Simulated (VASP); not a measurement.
Write the native input for VASP 6.6.1 that does the following.

- Task: relaxation of cell and atoms
- Functional: PBEsol
- Potentials or basis: VASP PAW PBE potentials, release 64 (C)
- Cutoff: 600 eV
- k mesh: 8 × 8 × 8
- Occupations: gaussian, width 0.02 eV
- Spin: no spin polarisation
- Dipole correction: no
- Further INCAR settings: ALGO = Normal; EDIFF = 1e-07; IBRION = 2; EDIFFG = -0.01; NSW = 100; ISIF = 3

The structure of C lies in POSCAR:

```
C
1.0
   -2.4534163960      2.4534163960      2.4822347044
    2.4534163960     -2.4534163960      2.4822347044
    2.4534163960      2.4534163960     -2.4822347044
C
8
Direct
    0.8386334659      0.1613665341      0.0000000000
    0.1613665341      0.1613665341      0.3227330683
    0.9113665341      0.4113665341      0.8227330683
    0.5886334659      0.4113665341      0.5000000000
    0.8386334659      0.8386334659      0.6772669317
    0.1613665341      0.8386334659      0.0000000000
    0.9113665341      0.0886334659      0.5000000000
    0.5886334659      0.0886334659      0.1772669317
```

One way to write it, as run:

INCAR

```
PREC = Accurate
ENCUT = 600
EDIFF = 1E-7
ISMEAR = 0
SIGMA = 0.02
LREAL = False
LASPH = True
NELM = 60
ALGO = Normal
ISIF = 3
LWAVE = False
LCHARG = False
GGA = PS
IBRION = 2
NSW = 100
EDIFFG = -0.01
```

KPOINTS

```
Automatic mesh
0
Gamma
  8 8 8
```

Potentials or basis: VASP PAW PBE potentials, release 64 (C).

Command:

```console
$ cat potpaw_PBE.64/C/POTCAR > POTCAR
$ mpirun -np 1 vasp_std > vasp.out
```

Results of the run:

```
Relaxed volume                         : 7.48 Å³/atom
Relaxed cell                           : a = 4.267 Å, b = 4.267 Å, c = 4.267 Å, α = 109.78°, β = 109.78°, γ = 108.85°
Space group after relaxing (to 0.05 Å) : I4_1/amd (No. 141)
Energy gained by relaxing              : 0.0 meV/atom
Ionic steps                            : 3
Pressure after relaxing                : 0.1 GPa
Largest force after relaxing           : 0.006 eV/Å
Band gap on the k mesh                 : 3.13 eV, indirect (least direct gap 3.40 eV)
```

Caveat: the PAW data sets were made with another functional, which shifts forces and pressure a little.

It took 2.7 min on 1 thread of Intel Xeon 6975P-C, on a shared host, peak memory 0.23 GiB.
